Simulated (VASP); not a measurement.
# GaN (F-43m) in VASP: settings compared, part 3 of 3

VASP 6.6.1. The steps go on from the part before.

## (6) Single point, r2SCAN+D3(BJ)

This run uses another cell than the first one, of 11.44 Å³/atom, 0.943 times its volume.

POSCAR reads:

```
GaN
1.0
    0.0000000000      2.2535006075      2.2535006075
    2.2535006075      0.0000000000      2.2535006075
    2.2535006075      2.2535006075      0.0000000000
Ga N
1 1
Direct
    0.0000000000      0.0000000000      0.0000000000
    0.2500000000      0.2500000000      0.2500000000
```

INCAR.step1 reads:

```
ALGO = Normal
EDIFF = 1E-4
ENCUT = 520
GGA = PE
ISMEAR = -1
LASPH = True
LCHARG = False
LREAL = False
LWAVE = True
NBANDS = 16
NELM = 60
PREC = Accurate
SIGMA = 0.05
```

INCAR.step2 reads:

```
ALGO = Normal
EDIFF = 1E-6
ENCUT = 520
ISIF = 2
ISMEAR = -1
ISTART = 1
IVDW = 12
LASPH = True
LCHARG = True
LELF = True
LMIXTAU = True
LREAL = False
LVHAR = True
LWAVE = False
METAGGA = R2SCAN
NBANDS = 16
NELM = 60
PREC = Accurate
SIGMA = 0.05
VDW_A1 = 0.49484001
VDW_A2 = 5.73083694
VDW_S6 = 1.0
VDW_S8 = 0.78981345
```

KPOINTS reads:

```
k-points
0
Gamma
  10 10 10
```

Potentials or basis: VASP PAW PBE potentials, release 64 (Ga_d, N).

Started as:

```console
> cat potpaw_PBE.64/Ga_d/POTCAR potpaw_PBE.64/N/POTCAR > POTCAR
> cp INCAR.step1 INCAR
> mpirun -np 1 vasp_std > vasp.out
> cp INCAR.step2 INCAR
> mpirun -np 1 vasp_std > vasp.out
```

OUTCAR:

```text
EDIFF = 1E-6
   ENCUT = 520
   ISIF = 2
   ISMEAR = -1
   ISTART = 1
   IVDW = 12
   LASPH = True
   LREAL = False
   METAGGA = R2SCAN
   NELM = 60
   PREC = Accurate
 IVDW          = 12

 ion  position               nearest neighbor table
   1  0.000  0.000  0.000-   2 1.95   2 1.95   2 1.95   2 1.95
   2  0.250  0.250  0.250-   1 1.95   1 1.95   1 1.95   1 1.95

  LATTYP: Found a face centered cubic cell.
 ALAT       =     4.5070012150

  Lattice vectors:

 A1 = (   0.0000000000,   2.2535006075,   2.2535006075)
 A2 = (   2.2535006075,   0.0000000000,   2.2535006075)
 A3 = (   2.2535006075,   2.2535006075,   0.0000000000)

Analysis of symmetry for initial positions (statically):
=====================================================================
 Subroutine PRICEL returns:
 Original cell was already a primitive cell.

 Routine SETGRP: Setting up the symmetry group for a
 face centered cubic supercell.

 Subroutine GETGRP returns: Found 24 space group operations
 (whereof 24 operations were pure point group operations)
 out of a pool of 48 trial point group operations.

The static configuration has the point symmetry T_d .

Analysis of symmetry for dynamics (positions and initial velocities):
=====================================================================
 Subroutine PRICEL returns:
 Original cell was already a primitive cell.

 Routine SETGRP: Setting up the symmetry group for a
 face centered cubic supercell.

 Subroutine GETGRP returns: Found 24 space group operations
 (whereof 24 operations were pure point group operations)
 out of a pool of 48 trial point group operations.

The dynamic configuration has the point symmetry T_d .

 Subroutine INISYM returns: Found 24 space group operations
 (whereof 24 operations are pure point group operations),
 and found     1 'primitive' translations

----------------------------------------------------------------------------------------

                                     Primitive cell

  volume of cell :      22.8877

  direct lattice vectors                    reciprocal lattice vectors
     0.000000000  2.253500607  2.253500607    -0.221877020  0.221877020  0.221877020
     2.253500607  0.000000000  2.253500607     0.221877020 -0.221877020  0.221877020
     2.253500607  2.253500607  0.000000000     0.221877020  0.221877020 -0.221877020

  length of vectors
     3.186931122  3.186931122  3.186931122     0.384302272  0.384302272  0.384302272

  position of ions in fractional coordinates (direct lattice)
     0.000000000  0.000000000  0.000000000
     0.250000000  0.250000000  0.250000000

  ion indices of the primitive-cell ions
   primitive index   ion index
                 1           1
                 2           2

----------------------------------------------------------------------------------------

 KPOINTS: k-points

Automatic generation of k-mesh.
 Grid dimensions read from file:
 generate k-points for:   10   10   10

 Generating k-lattice:

  Cartesian coordinates                     Fractional coordinates (reciprocal lattice)
    -0.022187702  0.022187702  0.022187702     0.100000000  0.000000000  0.000000000
     0.022187702 -0.022187702  0.022187702     0.000000000  0.100000000  0.000000000
     0.022187702  0.022187702 -0.022187702     0.000000000  0.000000000  0.100000000

  Length of vectors
     0.038430227  0.038430227  0.038430227

  Shift w.r.t. Gamma in fractional coordinates (k-lattice)
     0.000000000  0.000000000  0.000000000

 Subroutine IBZKPT returns following result:
 ===========================================

 Found     47 irreducible k-points:

 Following reciprocal coordinates:
            Coordinates               Weight
  0.000000  0.000000  0.000000      1.000000
  0.100000  0.000000  0.000000      8.000000
  0.200000  0.000000  0.000000      8.000000
  0.300000  0.000000  0.000000      8.000000
  0.400000  0.000000  0.000000      8.000000
  0.500000  0.000000  0.000000      4.000000
[... 16 lines left out ...]
  0.300000  0.300000  0.000000      6.000000
  0.400000  0.300000  0.000000     24.000000
 [... further k-points ...]
   k-points           NKPTS =     47   k-points in BZ     NKDIM =     47   number of bands    NBANDS=     16
   number of dos      NEDOS =    301   number of ions     NIONS =      2
   total plane-waves  NPLWV =  13824
   dimension x,y,z NGX =    24 NGY =   24 NGZ =   24
   dimension x,y,z NGXF=    48 NGYF=   48 NGZF=   48
   ions per type =               1   1
   NGX,Y,Z   is equivalent  to a cutoff of  12.52, 12.52, 12.52 a.u.
   NGXF,Y,Z  is equivalent  to a cutoff of  25.04, 25.04, 25.04 a.u.
 SYSTEM =  unknown system
   PREC   = accura    normal or accurate (medium, high low for compatibility)
   ISTART =      1    job   : 0-new  1-cont  2-samecut
   ICHARG =      0    charge: 1-file 2-atom 10-const
   ISPIN  =      1    spin polarized calculation?
   LNONCOLLINEAR =      F non collinear calculations
   LSORBIT =      F    spin-orbit coupling
   LASPH  =      T    aspherical Exc in radial PAW
   ENCUT  =  520.0 eV  38.22 Ry    6.18 a.u.   5.93  5.93  5.93*2*pi/ulx,y,z
   NELM   =     60;   NELMIN=  2; NELMDL=  0     # of ELM steps
   EDIFF  = 0.1E-05   stopping-criterion for ELM
   LREAL  =      F    real-space projection
   EDIFFG = 0.1E-04   stopping-criterion for IOM
   NSW    =      0    number of steps for IOM
   IBRION =     -1    ionic relax: 0-MD 1-quasi-New 2-CG
   NFREE  =      0    steps in history (QN), initial steepest desc. (CG)
   ISIF   =      2    stress and relaxation
   ISYM   =      2    0-nonsym 1-usesym 2-fastsym
   POTIM  = 0.5000    time-step for ionic-motion
   TEBEG  =    0.0;   TEEND  =   0.0 temperature during run
   PSTRESS=    0.0 pullay stress
   NELECT =      18.0000    total number of electrons
   NUPDOWN=      -1.0000    fix difference up-down
   EMIN   =  10.00;   EMAX   =-10.00  energy-range for DOS
   EFERMI =   0.00;   METHOD = LEGACY
   ISMEAR =    -1;   SIGMA  =   0.05  broadening in eV -4-tet -1-fermi 0-gaus
   EFERMI_NEDOS =   21; number of points for ismear=-14 and -15
   IALGO  =     38    algorithm
   IMIX   =      4    mixing-type and parameters
     AMIX     =   0.40;   BMIX     =  1.00
     AMIX_MAG =   1.60;   BMIX_MAG =  1.00
  volume/ion in A,a.u.               =      11.44        77.23
  Fermi-wavevector in a.u.,A,eV,Ry     =   1.511117  2.855596 31.068543  2.283473
  Thomas-Fermi vector in A             =   2.621216
   LORBIT       =      0    0 simple, 1 ext, 2 COOP (PROOUT), +10 PAW based schemes
   METAGGA = R2SCAN    functional components
   LHFCALC =     F    Hartree Fock is set to
   AEXX    =    0.0000 exact exchange contribution
   IVDW    =    12    specifies the selected vdW correction
   LEPSILON=     F    determine dielectric tensor
   LRPA    =     F    only Hartree local field effects (RPA)
 non-spin polarized calculation
  energy-cutoff  :      520.00
  volume of cell :       22.89
 maximum number of plane-waves:       636
   NGX = 11   NGY = 11   NGZ = 11

 number of electron      18.0000004 magnetization

 Free energy of the ion-electron system (eV)
  ---------------------------------------------------
  ext. energy  EPLUGINS =         0.00000000
  ---------------------------------------------------
  free energy    TOTEN  =       -21.89693118 eV

  energy without entropy =      -21.89693118  energy(sigma->0) =      -21.89693118

 E-fermi :   5.9472     XC(G=0): -12.6349

 val. band max:        5.0164371015   @ k =   0.0000   0.0000   0.0000
 cond. band min:       7.1357367654   @ k =   0.0000   0.0000   0.0000
 fundamental gap:      2.1192996639
 Fermi energy:         5.9472100467

 k-point     1 :       0.0000    0.0000    0.0000
  band No.  band energies     occupation
      1     -11.7141      2.00000
      2      -8.8141      2.00000
      3      -8.8141      2.00000
      4      -8.8141      2.00000
      5      -8.4636      2.00000
      6      -8.4636      2.00000
[... 8 lines left out ...]
     15      24.7423      0.00000
     16      24.7423      0.00000
[... 419 lines left out ...]
 k-point    24 :       0.4000    0.3000    0.0000
  band No.  band energies     occupation
      1     -10.6695      2.00000
      2      -8.6606      2.00000
      3      -8.5789      2.00000
      4      -8.5757      2.00000
      5      -8.4018      2.00000
      6      -7.6393      2.00000
[... 8 lines left out ...]
     15      28.3249      0.00000
     16      28.3724      0.00000

 [... further k-points ...]

------------------------ aborting loop because EDIFF is reached ----------------------------------------

 Edisp (eV)   -0.23934

 E8    (eV) :    -0.0753

  FORCE on cell =-STRESS in cart. coord.  units (eV):
  Direction    XX          YY          ZZ          XY          YZ          ZX
  --------------------------------------------------------------------------------------
  -------------------------------------------------------------------------------------
  Total      -0.26107    -0.26107    -0.26107     0.00000    -0.00000    -0.00000
  in kB     -18.27514   -18.27514   -18.27514     0.00000    -0.00000    -0.00000
  external pressure =      -18.28 kB  Pullay stress =        0.00 kB

 VOLUME and BASIS-vectors are now :
 -----------------------------------------------------------------------------
  energy-cutoff  :      520.00
  volume of cell :       22.89
      direct lattice vectors                 reciprocal lattice vectors
     0.000000000  2.253500607  2.253500607    -0.221877020  0.221877020  0.221877020
     2.253500607  0.000000000  2.253500607     0.221877020 -0.221877020  0.221877020
     2.253500607  2.253500607  0.000000000     0.221877020  0.221877020 -0.221877020

 POSITION                                       TOTAL-FORCE (eV/Angst)
 -----------------------------------------------------------------------------------
      0.00000      0.00000      0.00000         0.000000      0.000000      0.000000
      1.12675      1.12675      1.12675        -0.000000     -0.000000     -0.000000
 -----------------------------------------------------------------------------------
    total drift:                                0.000009      0.000009      0.000009

  FREE ENERGIE OF THE ION-ELECTRON SYSTEM (eV)
  ---------------------------------------------------
  free  energy   TOTEN  =       -22.1362664153 eV

  energy  without entropy=      -22.1362664152  energy(sigma->0) =      -22.13626642
```

Run time: 38 s. Hardware: 1 thread of Intel Xeon 6975P-C, shared host; peak memory 0.17 GiB.

Results:

- Free energy: -22.1363 eV
- Pressure: -1.8 GPa
- Band gap on the k mesh: 2.12 eV, direct
- Dispersion energy per atom: -0.120 eV

Caveat: the PAW data sets were made with another functional, which shifts forces and pressure a little.

## (7) Overview

| level | cell | gap on the mesh (eV) | pressure (GPa) |
| --- | --- | --- | --- |
| BLYP | a = 3.249 Å, angles 60.0°, 2 atoms | 1.42 | 1.4 |
| r2SCAN+D3(BJ) | a = 3.122 Å, angles 60.0°, 2 atoms | 2.53 | 11.7 |
| r2SCAN+D3(BJ) | a = 3.144 Å, angles 60.0°, 2 atoms | 2.39 | 6.7 |
| r2SCAN+D3(BJ) | a = 3.166 Å, angles 60.0°, 2 atoms | 2.25 | 2.2 |
| r2SCAN+D3(BJ) | a = 3.187 Å, angles 60.0°, 2 atoms | 2.12 | -1.8 |

Alike in all rows: task single point; potentials or basis VASP PAW PBE potentials, release 64 (Ga_d, N); no spin polarisation; k mesh 10 × 10 × 10; cutoff (eV) 520; smearing fermi-dirac 0.05 eV.

Caveats: the PAW data sets were made with another functional, which shifts forces and pressure a little.

Total energies depend on the potentials used, so only differences within one code and one set of settings carry meaning.
